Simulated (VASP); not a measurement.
# Cd4S3 (P-43m) in VASP: further runs

The runs below take Cd4S3 through relaxation of cell and atoms, single point, with PBE.

All numbers are computed with VASP 6.6.1; they aren't measurements. Logs are shortened: lines on timing, memory, paths and dates and some standing lists are left out, and cuts for length are marked.

### Step 1. The cell of the first run

It takes space group P-43m (No. 215, cubic). The conventional cell has a = 5.677 Å, b = 5.677 Å, c = 5.677 Å, α = 90.00°, β = 90.00°, γ = 90.00°. Cd (site symmetry 3m) has 3 S at 2.59 Å within 3.4 Å. Within 3.4 Å of S (site symmetry -42m) lie 4 Cd at 2.59 Å.

### Step 2. Relaxation of cell and atoms, PBE

File INCAR:

```
ALGO     = Normal         # electronic algorithm
EDIFF    = 1E-6           # SCF threshold, eV
EDIFFG   = -0.08          # ionic threshold
ENCUT    = 600            # plane-wave cutoff, eV
GGA      = PE             # functional
IBRION   = 2              # ionic algorithm
ISIF     = 3              # what is computed and relaxed
ISMEAR   = 0              # smearing method
LASPH    = True           # aspherical terms in the spheres
LCHARG   = False          # write CHGCAR
LREAL    = False          # projectors in reciprocal space
LWAVE    = False          # write WAVECAR
NELM     = 60             # most SCF steps
NSW      = 36             # ionic steps
PREC     = Accurate       # precision mode
SIGMA    = 0.2            # smearing width, eV
```

File KPOINTS:

```
k-points
0
Gamma
  3 3 3
```

File POSCAR:

```
Cd4S3
1.0
    5.6767912600      0.0000000000      0.0000000000
    0.0000000000      5.6767912600      0.0000000000
    0.0000000000      0.0000000000      5.6767912600
Cd S
4 3
Direct
    0.2842946100      0.7157053900      0.2842946100
    0.7157053900      0.2842946100      0.2842946100
    0.2842946100      0.2842946100      0.7157053900
    0.7157053900      0.7157053900      0.7157053900
    0.0000000000      0.0000000000      0.5000000000
    0.5000000000      0.0000000000      0.0000000000
    0.0000000000      0.5000000000      0.0000000000
```

Potentials or basis: VASP PAW PBE potentials, release 64 (Cd, S).

The run is started by

```
$ cat potpaw_PBE.64/Cd/POTCAR potpaw_PBE.64/S/POTCAR > POTCAR
$ mpirun -np 1 vasp_std > vasp.out
```

OUTCAR:

```text
EDIFF = 1E-6
   EDIFFG = -0.08
   ENCUT = 600
   GGA = PE
   IBRION = 2
   ISIF = 3
   ISMEAR = 0
   LASPH = True
   LREAL = False
   NELM = 60
   NSW = 36
   PREC = Accurate

 ion  position               nearest neighbor table
   1  0.284  0.716  0.284-   5 2.59   6 2.59   7 2.59   2 3.46   3 3.46   4 3.46
   2  0.716  0.284  0.284-   5 2.59   6 2.59   7 2.59   1 3.46   3 3.46   4 3.46
   3  0.284  0.284  0.716-   5 2.59   6 2.59   7 2.59   1 3.46   2 3.46   4 3.46
   4  0.716  0.716  0.716-   5 2.59   6 2.59   7 2.59   1 3.46   2 3.46   3 3.46
   5  0.000  0.000  0.500-   1 2.59   2 2.59   3 2.59   4 2.59
   6  0.500  0.000  0.000-   1 2.59   2 2.59   3 2.59   4 2.59
   7  0.000  0.500  0.000-   1 2.59   2 2.59   3 2.59   4 2.59

  LATTYP: Found a simple cubic cell.
 ALAT       =     5.6767912600

  Lattice vectors:

 A1 = (   5.6767912600,   0.0000000000,   0.0000000000)
 A2 = (   0.0000000000,   5.6767912600,   0.0000000000)
 A3 = (   0.0000000000,   0.0000000000,   5.6767912600)

Analysis of symmetry for initial positions (statically):
=====================================================================
 Subroutine PRICEL returns:
 Original cell was already a primitive cell.

 Routine SETGRP: Setting up the symmetry group for a
 simple cubic supercell.

 Subroutine GETGRP returns: Found 24 space group operations
 (whereof 24 operations were pure point group operations)
 out of a pool of 48 trial point group operations.

The static configuration has the point symmetry T_d .

Analysis of symmetry for dynamics (positions and initial velocities):
=====================================================================
 Subroutine PRICEL returns:
 Original cell was already a primitive cell.

 Routine SETGRP: Setting up the symmetry group for a
 simple cubic supercell.

 Subroutine GETGRP returns: Found 24 space group operations
 (whereof 24 operations were pure point group operations)
 out of a pool of 48 trial point group operations.

The dynamic configuration has the point symmetry T_d .

 Subroutine INISYM returns: Found 24 space group operations
 (whereof 24 operations are pure point group operations),
 and found     1 'primitive' translations

----------------------------------------------------------------------------------------

                                     Primitive cell

  volume of cell :     182.9400

  direct lattice vectors                    reciprocal lattice vectors
     5.676791260  0.000000000  0.000000000     0.176155852  0.000000000  0.000000000
     0.000000000  5.676791260  0.000000000     0.000000000  0.176155852  0.000000000
     0.000000000  0.000000000  5.676791260     0.000000000  0.000000000  0.176155852

  length of vectors
     5.676791260  5.676791260  5.676791260     0.176155852  0.176155852  0.176155852

  position of ions in fractional coordinates (direct lattice)
     0.284294610  0.715705390  0.284294610
     0.715705390  0.284294610  0.284294610
     0.284294610  0.284294610  0.715705390
     0.715705390  0.715705390  0.715705390
     0.000000000  0.000000000  0.500000000
     0.500000000  0.000000000  0.000000000
     0.000000000  0.500000000  0.000000000

  ion indices of the primitive-cell ions
   primitive index   ion index
                 1           1
                 2           2
                 3           3
                 4           4
                 5           5
                 6           6
                 7           7

----------------------------------------------------------------------------------------

 KPOINTS: k-points

Automatic generation of k-mesh.
 Grid dimensions read from file:
 generate k-points for:    3    3    3

 Generating k-lattice:

  Cartesian coordinates                     Fractional coordinates (reciprocal lattice)
     0.058718617  0.000000000  0.000000000     0.333333333  0.000000000  0.000000000
     0.000000000  0.058718617  0.000000000     0.000000000  0.333333333  0.000000000
     0.000000000  0.000000000  0.058718617     0.000000000  0.000000000  0.333333333

  Length of vectors
     0.058718617  0.058718617  0.058718617

  Shift w.r.t. Gamma in fractional coordinates (k-lattice)
     0.000000000  0.000000000  0.000000000

 Subroutine IBZKPT returns following result:
 ===========================================

 Found      4 irreducible k-points:

 Following reciprocal coordinates:
            Coordinates               Weight
  0.000000  0.000000  0.000000      1.000000
  0.333333  0.000000  0.000000      6.000000
  0.333333  0.333333  0.000000     12.000000
  0.333333  0.333333  0.333333      8.000000
   k-points           NKPTS =      4   k-points in BZ     NKDIM =      4   number of bands    NBANDS=     39
   number of dos      NEDOS =    301   number of ions     NIONS =      7
   total plane-waves  NPLWV = 110592
   dimension x,y,z NGX =    48 NGY =   48 NGZ =   48
   dimension x,y,z NGXF=    96 NGYF=   96 NGZF=   96
   ions per type =               4   3
   NGX,Y,Z   is equivalent  to a cutoff of  14.06, 14.06, 14.06 a.u.
   NGXF,Y,Z  is equivalent  to a cutoff of  28.11, 28.11, 28.11 a.u.
 SYSTEM =  unknown system
   PREC   = accura    normal or accurate (medium, high low for compatibility)
   ISTART =      0    job   : 0-new  1-cont  2-samecut
   ICHARG =      2    charge: 1-file 2-atom 10-const
   ISPIN  =      1    spin polarized calculation?
   LNONCOLLINEAR =      F non collinear calculations
   LSORBIT =      F    spin-orbit coupling
   LASPH  =      T    aspherical Exc in radial PAW
   ENCUT  =  600.0 eV  44.10 Ry    6.64 a.u.  11.34 11.34 11.34*2*pi/ulx,y,z
   NELM   =     60;   NELMIN=  2; NELMDL= -5     # of ELM steps
   EDIFF  = 0.1E-05   stopping-criterion for ELM
   LREAL  =      F    real-space projection
   EDIFFG = -.8E-01   stopping-criterion for IOM
   NSW    =     36    number of steps for IOM
   IBRION =      2    ionic relax: 0-MD 1-quasi-New 2-CG
   NFREE  =      1    steps in history (QN), initial steepest desc. (CG)
   ISIF   =      3    stress and relaxation
   ISYM   =      2    0-nonsym 1-usesym 2-fastsym
   POTIM  = 0.5000    time-step for ionic-motion
   TEBEG  =    0.0;   TEEND  =   0.0 temperature during run
   PSTRESS=    0.0 pullay stress
   NELECT =      66.0000    total number of electrons
   NUPDOWN=      -1.0000    fix difference up-down
   EMIN   =  10.00;   EMAX   =-10.00  energy-range for DOS
   EFERMI =   0.00;   METHOD = LEGACY
   ISMEAR =     0;   SIGMA  =   0.20  broadening in eV -4-tet -1-fermi 0-gaus
   EFERMI_NEDOS =   21; number of points for ismear=-14 and -15
   IALGO  =     38    algorithm
   IMIX   =      4    mixing-type and parameters
     AMIX     =   0.40;   BMIX     =  1.00
     AMIX_MAG =   1.60;   BMIX_MAG =  1.00
  volume/ion in A,a.u.               =      26.13       176.36
  Fermi-wavevector in a.u.,A,eV,Ry     =   1.165431  2.202345 18.479832  1.358229
  Thomas-Fermi vector in A             =   2.301957
   LORBIT       =      0    0 simple, 1 ext, 2 COOP (PROOUT), +10 PAW based schemes
   GGA     = PE    functional components
   LHFCALC =     F    Hartree Fock is set to
   AEXX    =    0.0000 exact exchange contribution
   IVDW    =     0    specifies the selected vdW correction
   LEPSILON=     F    determine dielectric tensor
   LRPA    =     F    only Hartree local field effects (RPA)
 conjugate gradient relaxation of ions
 non-spin polarized calculation
 Gauss-broadening in eV      SIGMA  =   0.20
  energy-cutoff  :      600.00
  volume of cell :      182.94
 maximum number of plane-waves:      6127
 NGX is ok and might be reduce to    48
   NGX = 23   NGY = 23   NGZ = 23

--------------------------------------- Ionic step        1  -------------------------------------------

 number of electron      65.9999991 magnetization

 Free energy of the ion-electron system (eV)
  ---------------------------------------------------
  ext. energy  EPLUGINS =         0.00000000
  ---------------------------------------------------
  free energy    TOTEN  =       -17.94803828 eV

  energy without entropy =      -17.94803826  energy(sigma->0) =      -17.94803827

------------------------ aborting loop because EDIFF is reached ----------------------------------------

  FORCE on cell =-STRESS in cart. coord.  units (eV):
  Direction    XX          YY          ZZ          XY          YZ          ZX
  --------------------------------------------------------------------------------------
  -------------------------------------------------------------------------------------
  Total       -1.7514088     -1.7514088     -1.7514088      0.0000000      0.0000000      0.0000000
  in kB      -15.3387273    -15.3387273    -15.3387273      0.0000000      0.0000000      0.0000000
  external PRESSURE =     -15.3387273 kB  Pullay stress =       0.0000000 kB
[... 149 lines left out ...]
  energy  without entropy=      -17.9778453560  energy(sigma->0) =      -17.97784536

--------------------------------------- Ionic step        5  -------------------------------------------

 number of electron      65.9999977 magnetization

 Free energy of the ion-electron system (eV)
  ---------------------------------------------------
  ext. energy  EPLUGINS =         0.00000000
  ---------------------------------------------------
  free energy    TOTEN  =       -17.98248946 eV

  energy without entropy =      -17.98248945  energy(sigma->0) =      -17.98248945

 E-fermi :   2.0246     XC(G=0):  -9.3481

 val. band max:        1.2000263367   @ k =   0.3333   0.3333   0.0000
 cond. band min:       2.8320426185   @ k =   0.3333   0.0000   0.0000
 fundamental gap:      1.6320162818
 Fermi energy:         2.0245807543

 k-point     1 :       0.0000    0.0000    0.0000
  band No.  band energies     occupation
      1     -10.9647      2.00000
      2     -10.4283      2.00000
      3     -10.4283      2.00000
      4      -6.6249      2.00000
      5      -6.6249      2.00000
      6      -6.6249      2.00000
[... 191 lines left out ...]
  FREE ENERGIE OF THE ION-ELECTRON SYSTEM (eV)
  ---------------------------------------------------
  free  energy   TOTEN  =       -17.9824894568 eV

  energy  without entropy=      -17.9824894526  energy(sigma->0) =      -17.98248945

 reached required accuracy - stopping structural energy minimisation
```

Run time: 78 s. Hardware: 1 thread of Intel Xeon 6975P-C (Granite Rapids), shared host; peak memory 0.34 GiB.

What came out:

```
Free energy                            : -17.9825 eV
Relaxed volume                         : 25.14 Å³/atom
Relaxed cell                           : a = 5.604 Å, b = 5.604 Å, c = 5.604 Å, α = 90.00°, β = 90.00°, γ = 90.00°
Space group after relaxing (to 0.05 Å) : P-43m (No. 215)
Energy gained by relaxing              : 4.9 meV/atom
Ionic steps                            : 5
Pressure after relaxing                : 0.0 GPa
Largest force after relaxing           : 0.057 eV/Å
Band gap on the k mesh                 : 1.63 eV, indirect (least direct gap 1.92 eV)
```

Forces in eV/Å, atoms in the order of the input:
```
Cd   0.033 -0.033  0.033
Cd  -0.033  0.033  0.033
Cd   0.033  0.033 -0.033
Cd  -0.033 -0.033 -0.033
S    0.000  0.000  0.000
S    0.000  0.000  0.000
S    0.000  0.000  0.000
```

Step by step:
```
step  energy change (eV)  largest force (eV/Å)  pressure (GPa)  volume (Å³)
   1              0.0000                0.0605           -1.53       182.94
   2             -0.0268                0.1413            0.27       176.40
   3             -0.0277                0.1084           -0.03       177.39
   4             -0.0298                0.0955           -0.03       177.05
   5             -0.0345                0.0568           -0.01       176.01
```

Final structure:
```
CELL_PARAMETERS angstrom
5.60421 0.00000 0.00000
0.00000 5.60421 0.00000
0.00000 0.00000 5.60421
ATOMIC_POSITIONS crystal
Cd 0.28608 0.71392 0.28608
Cd 0.71392 0.28608 0.28608
Cd 0.28608 0.28608 0.71392
Cd 0.71392 0.71392 0.71392
S 0.00000 0.00000 0.50000
S 0.50000 0.00000 0.00000
S 0.00000 0.50000 0.00000
```

Levels at points of the mesh, in eV from the valence-band top:
```
           k point  band 29  band 30  band 31  band 32  band 33  band 34  band 35  band 36  band 37  band 38
(0.00, 0.00, 0.00)    -1.64    -1.64    -0.51    -0.51    -0.51     3.07     3.07     3.91     3.91     3.91
```

Caveat: the relaxation stopped at a loose force limit of 0.08 eV/Å, so its end isn't a converged minimum.

[end of part 1 of 2]
